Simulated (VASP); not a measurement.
# TiGePd3 (P4/mmm) in VASP: relaxation of cell and atoms with PBE

Aim: the relaxation of cell and atoms of TiGePd3 with PBE.

Everything below comes from runs of VASP 6.6.1. Logs are shortened: lines on timing, memory, paths and dates and some standing lists are left out, and cuts for length are marked.

## (1) The cell of the first run

Symmetry: P4/mmm, No. 123, tetragonal system. The conventional cell has a = 4.947 Å, b = 4.947 Å, c = 4.721 Å, α = 90.00°, β = 90.00°, γ = 90.00°. Ti (site symmetry 4/mmm) has 4 Pd at 2.47 Å within 3.3 Å. Ge (site symmetry 4/mmm) has 6 Pd at 2.36 to 2.47 Å within 3.1 Å. Pd (site symmetry mmm) has 2 Ti at 2.47 Å and 2 Ge at 2.47 Å and 8 Pd at 3.42 to 3.50 Å within 3.5 Å. Pd (site symmetry 4/mmm) has 2 Ge at 2.36 Å within 3.1 Å.

The cell was generated, and may not be a known phase.

## (2) Relaxation of cell and atoms, PBE, collinear spin

File INCAR:

```
PREC = Accurate
ENCUT = 600
EDIFF = 1E-6
ISMEAR = 0
SIGMA = 0.1
LREAL = F
LASPH = T
NELM = 150
ALGO = Normal
ISIF = 3
LWAVE = F
LCHARG = F
ISPIN = 2
MAGMOM = 1.07 0 0 0 0
LORBIT = 11
LMAXMIX = 4
GGA = PE
IBRION = 2
NSW = 100
EDIFFG = -0.01
KPAR = 4
```

File KPOINTS:

```
regular mesh
0
Gamma
  8 8 8
```

File POSCAR:

```
TiGePd3
1.0
    4.9466421075      0.0000000000      0.0000000000
    0.0000000000      4.9466421075      0.0000000000
    0.0000000000      0.0000000000      4.7213934241
Ti Ge Pd
1 1 3
Direct
    0.0000000000      0.0000000000      0.5000000000
    0.5000000000      0.5000000000      0.5000000000
    0.0000000000      0.5000000000      0.5000000000
    0.5000000000      0.0000000000      0.5000000000
    0.5000000000      0.5000000000      0.0000000000
```

Potentials or basis: VASP PAW PBE potentials, release 64 (Ti_sv, Ge_d, Pd).

Run with:

```bash
$ cat potpaw_PBE.64/Ti_sv/POTCAR potpaw_PBE.64/Ge_d/POTCAR potpaw_PBE.64/Pd/POTCAR > POTCAR
$ mpirun -np 4 vasp_std > vasp.out
```

OUTCAR:

```text
PREC = Accurate
   ENCUT = 600
   EDIFF = 1E-6
   ISMEAR = 0
   LREAL = F
   LASPH = T
   NELM = 150
   ISIF = 3
   ISPIN = 2
   LORBIT = 11
   GGA = PE
   IBRION = 2
   NSW = 100
   EDIFFG = -0.01

 ion  position               nearest neighbor table
   1  0.000  0.000  0.500-   3 2.47   4 2.47   3 2.47   4 2.47
   2  0.500  0.500  0.500-   5 2.36   5 2.36   3 2.47   4 2.47   4 2.47   3 2.47
   3  0.000  0.500  0.500-   1 2.47   2 2.47   1 2.47   2 2.47   5 3.42   5 3.42   5 3.42   5 3.42

   4  0.500  0.000  0.500-   1 2.47   2 2.47   2 2.47   1 2.47   5 3.42   5 3.42   5 3.42   5 3.42

   5  0.500  0.500  0.000-   2 2.36   2 2.36   4 3.42   3 3.42   3 3.42   4 3.42   4 3.42   4 3.42
                             3 3.42   3 3.42

  LATTYP: Found a simple tetragonal cell.
 ALAT       =     4.9466421075
 C/A-ratio  =     0.9544643258

  Lattice vectors:

 A1 = (   4.9466421075,   0.0000000000,   0.0000000000)
 A2 = (   0.0000000000,   4.9466421075,   0.0000000000)
 A3 = (   0.0000000000,   0.0000000000,   4.7213934241)

Analysis of symmetry for initial positions (statically):
=====================================================================
 Subroutine PRICEL returns:
 Original cell was already a primitive cell.

 Routine SETGRP: Setting up the symmetry group for a
 simple tetragonal supercell.

 Subroutine GETGRP returns: Found 16 space group operations
 (whereof 16 operations were pure point group operations)
 out of a pool of 16 trial point group operations.

The static configuration has the point symmetry D_4h.

Analysis of symmetry for dynamics (positions and initial velocities):
=====================================================================
 Subroutine PRICEL returns:
 Original cell was already a primitive cell.

 Routine SETGRP: Setting up the symmetry group for a
 simple tetragonal supercell.

 Subroutine GETGRP returns: Found 16 space group operations
 (whereof 16 operations were pure point group operations)
 out of a pool of 16 trial point group operations.

The dynamic configuration has the point symmetry D_4h.

Analysis of structural, dynamic, and magnetic symmetry:
=====================================================================
 Subroutine PRICEL returns:
 Original cell was already a primitive cell.

 Routine SETGRP: Setting up the symmetry group for a
 simple tetragonal supercell.

 Subroutine GETGRP returns: Found 16 space group operations
 (whereof 16 operations were pure point group operations)
 out of a pool of 16 trial point group operations.

The overall configuration has the point symmetry D_4h.

 Subroutine INISYM returns: Found 16 space group operations
 (whereof 16 operations are pure point group operations),
 and found     1 'primitive' translations

----------------------------------------------------------------------------------------

                                     Primitive cell

  volume of cell :     115.5290

  direct lattice vectors                    reciprocal lattice vectors
     4.946642107  0.000000000  0.000000000     0.202157338  0.000000000  0.000000000
     0.000000000  4.946642107  0.000000000     0.000000000  0.202157338  0.000000000
     0.000000000  0.000000000  4.721393424     0.000000000  0.000000000  0.211801879

  length of vectors
     4.946642107  4.946642107  4.721393424     0.202157338  0.202157338  0.211801879

  position of ions in fractional coordinates (direct lattice)
     0.000000000  0.000000000  0.500000000
     0.500000000  0.500000000  0.500000000
     0.000000000  0.500000000  0.500000000
     0.500000000  0.000000000  0.500000000
     0.500000000  0.500000000  0.000000000

  ion indices of the primitive-cell ions
   primitive index   ion index
                 1           1
                 2           2
                 3           3
                 4           4
                 5           5

----------------------------------------------------------------------------------------

 KPOINTS: regular mesh

Automatic generation of k-mesh.
 Grid dimensions read from file:
 generate k-points for:    8    8    8

 Generating k-lattice:

  Cartesian coordinates                     Fractional coordinates (reciprocal lattice)
     0.025269667  0.000000000  0.000000000     0.125000000  0.000000000  0.000000000
     0.000000000  0.025269667  0.000000000     0.000000000  0.125000000  0.000000000
     0.000000000  0.000000000  0.026475235     0.000000000  0.000000000  0.125000000

  Length of vectors
     0.025269667  0.025269667  0.026475235

  Shift w.r.t. Gamma in fractional coordinates (k-lattice)
     0.000000000  0.000000000  0.000000000

 Subroutine IBZKPT returns following result:
 ===========================================

 Found     75 irreducible k-points:

 Following reciprocal coordinates:
            Coordinates               Weight
  0.000000  0.000000  0.000000      1.000000
  0.125000  0.000000  0.000000      4.000000
  0.250000  0.000000  0.000000      4.000000
  0.375000  0.000000  0.000000      4.000000
  0.500000  0.000000  0.000000      2.000000
  0.125000  0.125000  0.000000      4.000000
[... 16 lines left out ...]
  0.375000  0.125000  0.125000     16.000000
  0.500000  0.125000  0.125000      8.000000
 [... further k-points ...]
   k-points           NKPTS =     75   k-points in BZ     NKDIM =     75   number of bands    NBANDS=     34
   number of dos      NEDOS =    301   number of ions     NIONS =      5
   total plane-waves  NPLWV =  64000
   dimension x,y,z NGX =    40 NGY =   40 NGZ =   40
   dimension x,y,z NGXF=    80 NGYF=   80 NGZF=   80
   ions per type =               1   1   3
   NGX,Y,Z   is equivalent  to a cutoff of  13.44, 13.44, 14.08 a.u.
   NGXF,Y,Z  is equivalent  to a cutoff of  26.89, 26.89, 28.17 a.u.
 SYSTEM =  unknown system
   PREC   = accura    normal or accurate (medium, high low for compatibility)
   ISTART =      0    job   : 0-new  1-cont  2-samecut
   ICHARG =      2    charge: 1-file 2-atom 10-const
   ISPIN  =      2    spin polarized calculation?
   LNONCOLLINEAR =      F non collinear calculations
   LSORBIT =      F    spin-orbit coupling
   LASPH  =      T    aspherical Exc in radial PAW
   ENCUT  =  600.0 eV  44.10 Ry    6.64 a.u.   9.88  9.88  9.43*2*pi/ulx,y,z
   NELM   =    150;   NELMIN=  2; NELMDL= -5     # of ELM steps
   EDIFF  = 0.1E-05   stopping-criterion for ELM
   LREAL  =      F    real-space projection
   EDIFFG = -.1E-01   stopping-criterion for IOM
   NSW    =    100    number of steps for IOM
   IBRION =      2    ionic relax: 0-MD 1-quasi-New 2-CG
   NFREE  =      1    steps in history (QN), initial steepest desc. (CG)
   ISIF   =      3    stress and relaxation
   ISYM   =      2    0-nonsym 1-usesym 2-fastsym
   POTIM  = 0.5000    time-step for ionic-motion
   TEBEG  =    0.0;   TEEND  =   0.0 temperature during run
   PSTRESS=    0.0 pullay stress
   NELECT =      56.0000    total number of electrons
   NUPDOWN=      -1.0000    fix difference up-down
   EMIN   =  10.00;   EMAX   =-10.00  energy-range for DOS
   EFERMI =   0.00;   METHOD = LEGACY
   ISMEAR =     0;   SIGMA  =   0.10  broadening in eV -4-tet -1-fermi 0-gaus
   EFERMI_NEDOS =   21; number of points for ismear=-14 and -15
   IALGO  =     38    algorithm
   IMIX   =      4    mixing-type and parameters
     AMIX     =   0.40;   BMIX     =  1.00
     AMIX_MAG =   1.60;   BMIX_MAG =  1.00
  volume/ion in A,a.u.               =      23.11       155.93
  Fermi-wavevector in a.u.,A,eV,Ry     =   1.285998  2.430185 22.501207  1.653792
  Thomas-Fermi vector in A             =   2.418099
   LORBIT       =     11    0 simple, 1 ext, 2 COOP (PROOUT), +10 PAW based schemes
   GGA     = PE    functional components
   LHFCALC =     F    Hartree Fock is set to
   AEXX    =    0.0000 exact exchange contribution
   IVDW    =     0    specifies the selected vdW correction
   LEPSILON=     F    determine dielectric tensor
   LRPA    =     F    only Hartree local field effects (RPA)
 conjugate gradient relaxation of ions
 spin polarized calculation
 Gauss-broadening in eV      SIGMA  =   0.10
  energy-cutoff  :      600.00
  volume of cell :      115.53
 maximum number of plane-waves:      3900
 NGX is ok and might be reduce to    40
   NGX = 19   NGY = 19   NGZ = 19

--------------------------------------- Ionic step        1  -------------------------------------------

 number of electron      56.0000003 magnetization       0.0030093

 number of electron      56.0000003 magnetization      -0.0003941

 Free energy of the ion-electron system (eV)
  ---------------------------------------------------
  ext. energy  EPLUGINS =         0.00000000
  ---------------------------------------------------
  free energy    TOTEN  =       -25.77611727 eV

  energy without entropy =      -25.75220779  energy(sigma->0) =      -25.76416253

------------------------ aborting loop because EDIFF is reached ----------------------------------------

  FORCE on cell =-STRESS in cart. coord.  units (eV):
  Direction    XX          YY          ZZ          XY          YZ          ZX
  --------------------------------------------------------------------------------------
  -------------------------------------------------------------------------------------
  Total       -0.1475735     -0.1475735      0.4724367      0.0000000      0.0000000     -0.0000000
  in kB       -2.0465756     -2.0465756      6.5518364      0.0000000      0.0000000     -0.0000000
  external PRESSURE =       0.8195618 kB  Pullay stress =       0.0000000 kB
[... 184 lines left out ...]
--------------------------------------- Ionic step        6  -------------------------------------------

 number of electron      56.0000002 magnetization       0.0002065

 number of electron      56.0000002 magnetization      -0.0001632

 Free energy of the ion-electron system (eV)
  ---------------------------------------------------
  ext. energy  EPLUGINS =         0.00000000
  ---------------------------------------------------
  free energy    TOTEN  =       -25.77731454 eV

  energy without entropy =      -25.75391599  energy(sigma->0) =      -25.76561526

 E-fermi :   4.9897     XC(G=0):  -9.9749

 val. band max:        4.9888820891   @ k =   0.5000   0.5000   0.1250
 cond. band min:       4.9914680205   @ k =   0.5000   0.5000   0.0000
 fundamental gap:      0.0025859314
 Fermi energy:         4.9897014284

 spin component 1

 k-point     1 :       0.0000    0.0000    0.0000
  band No.  band energies     occupation
      1     -52.9717      1.00000
      2     -29.3412      1.00000
      3     -29.1705      1.00000
      4     -29.1705      1.00000
      5     -19.4247      1.00000
      6     -19.4106      1.00000
[... 877 lines left out ...]
     33       6.1366      0.00000
     34       8.0142      0.00000

 [... further k-points ...]

 spin component 2

 k-point     1 :       0.0000    0.0000    0.0000
  band No.  band energies     occupation
      1     -52.9718      1.00000
      2     -29.3414      1.00000
      3     -29.1706      1.00000
      4     -29.1706      1.00000
      5     -19.4247      1.00000
      6     -19.4106      1.00000
[... 877 lines left out ...]
     33       6.1365      0.00000
     34       8.0142      0.00000

 [... further k-points ...]

------------------------ aborting loop because EDIFF is reached ----------------------------------------

  FORCE on cell =-STRESS in cart. coord.  units (eV):
  Direction    XX          YY          ZZ          XY          YZ          ZX
  --------------------------------------------------------------------------------------
  -------------------------------------------------------------------------------------
  Total       -0.0232253     -0.0232253     -0.0370923      0.0000000      0.0000000     -0.0000000
  in kB       -0.3210779     -0.3210779     -0.5127810      0.0000000      0.0000000     -0.0000000
  external PRESSURE =      -0.3849789 kB  Pullay stress =       0.0000000 kB
[... 20 lines left out ...]
  FREE ENERGIE OF THE ION-ELECTRON SYSTEM (eV)
  ---------------------------------------------------
  free  energy   TOTEN  =       -25.7773145413 eV

  energy  without entropy=      -25.7539159874  energy(sigma->0) =      -25.76561526

 reached required accuracy - stopping structural energy minimisation

 total charge

# of ion       s       p       d       tot
------------------------------------------
    1        2.224   6.061   1.903  10.187
    2        1.121   1.261  10.096  12.479
    3        0.533   0.402   8.593   9.528
    4        0.533   0.402   8.593   9.528
    5        0.348   0.287   8.667   9.302
--------------------------------------------------
tot          4.759   8.414  37.851  51.024

 magnetization (x)

# of ion       s       p       d       tot
------------------------------------------
    1        0.000  -0.000  -0.000  -0.000
    2        0.000   0.000  -0.000   0.000
    3       -0.000  -0.000   0.000  -0.000
    4       -0.000  -0.000   0.000  -0.000
    5        0.000   0.000  -0.000   0.000
--------------------------------------------------
tot          0.000  -0.000  -0.000  -0.000
```

Run time: 7.2 min. Hardware: 4 MPI ranks of Intel Xeon 6975P-C (Granite Rapids), shared host; peak memory 0.72 GiB.

What came out:

| Quantity | Value |
| --- | --- |
| Free energy | -25.7773 eV |
| Relaxed volume | 23.18 Å³/atom |
| Relaxed cell | a = 4.942 Å, b = 4.942 Å, c = 4.745 Å, α = 90.00°, β = 90.00°, γ = 90.00° |
| Space group after relaxing (to 0.1 Å) | P4/mmm (No. 123) |
| Energy gained by relaxing | 0.2 meV/atom |
| Ionic steps | 6 |
| Pressure after relaxing | 0.0 GPa |
| Band gap on the k mesh | zero (filled and empty bands overlap) |
| Net moment | 0.00 μB per cell |
| Valence electrons inside the program's atomic spheres | Ti 10.19; Ge 12.48; Pd 9.53, 9.30 (each value once) |

Step by step:
| step | energy change (eV) | largest force (eV/Å) | pressure (GPa) | volume (Å³) |
| --- | --- | --- | --- | --- |
| 1 | 0.0000 | 0.0000 | 0.08 | 115.53 |
| 2 | -0.0012 | 0.0000 | 0.07 | 115.73 |
| 3 | -0.0012 | 0.0000 | 0.09 | 115.71 |
| 4 | -0.0012 | 0.0000 | 0.07 | 115.71 |
| 5 | -0.0012 | 0.0000 | 0.07 | 115.72 |
| 6 | -0.0012 | 0.0000 | -0.04 | 115.89 |

Final structure:
```xyz
5
Lattice="4.9424 0.0000 0.0000 0.0000 4.9424 0.0000 0.0000 0.0000 4.7445" Properties=species:S:1:pos:R:3 pbc="T T T"
Ti    0.0000    0.0000    2.3723
Ge    2.4712    2.4712    2.3723
Pd    4.9424    2.4712    2.3723
Pd    2.4712    0.0000    2.3723
Pd    2.4712    2.4712    0.0000
```

Levels at points of the mesh, in eV from the Fermi level:
Spin up:
| k point | band 25 | band 26 | band 27 | band 28 | band 29 | band 30 | band 31 | band 32 |
| --- | --- | --- | --- | --- | --- | --- | --- | --- |
| (0.00, 0.00, 0.00) | -1.50 | -1.50 | -1.39 | -0.99 | 0.34 | 0.39 | 1.12 | 1.12 |
| (0.50, 0.00, 0.00) | -1.46 | -1.39 | -0.21 | -0.13 | -0.08 | 0.27 | 0.92 | 1.09 |
| (0.50, 0.50, 0.00) | -1.52 | -1.52 | -1.42 | -0.56 | -0.22 | 0.00 | 0.00 | 0.05 |
| (0.00, 0.00, 0.50) | -1.65 | -1.45 | 0.08 | 0.42 | 0.42 | 0.86 | 1.07 | 1.07 |
| (0.50, 0.00, 0.50) | -1.41 | -0.77 | -0.61 | -0.05 | 0.56 | 0.63 | 0.71 | 0.89 |
| (0.50, 0.50, 0.50) | -1.16 | -0.85 | -0.67 | -0.67 | -0.21 | 0.12 | 0.13 | 0.13 |
Spin down:
```csv
k point,band 25,band 26,band 27,band 28,band 29,band 30,band 31,band 32
"(0.00, 0.00, 0.00)",-1.50,-1.50,-1.39,-0.99,0.34,0.39,1.12,1.12
"(0.50, 0.00, 0.00)",-1.46,-1.39,-0.21,-0.13,-0.08,0.27,0.92,1.09
"(0.50, 0.50, 0.00)",-1.52,-1.52,-1.42,-0.56,-0.22,0.00,0.00,0.05
"(0.00, 0.00, 0.50)",-1.65,-1.45,0.08,0.42,0.42,0.86,1.07,1.07
"(0.50, 0.00, 0.50)",-1.41,-0.77,-0.62,-0.05,0.56,0.63,0.71,0.89
"(0.50, 0.50, 0.50)",-1.16,-0.85,-0.67,-0.67,-0.21,0.12,0.13,0.13
```
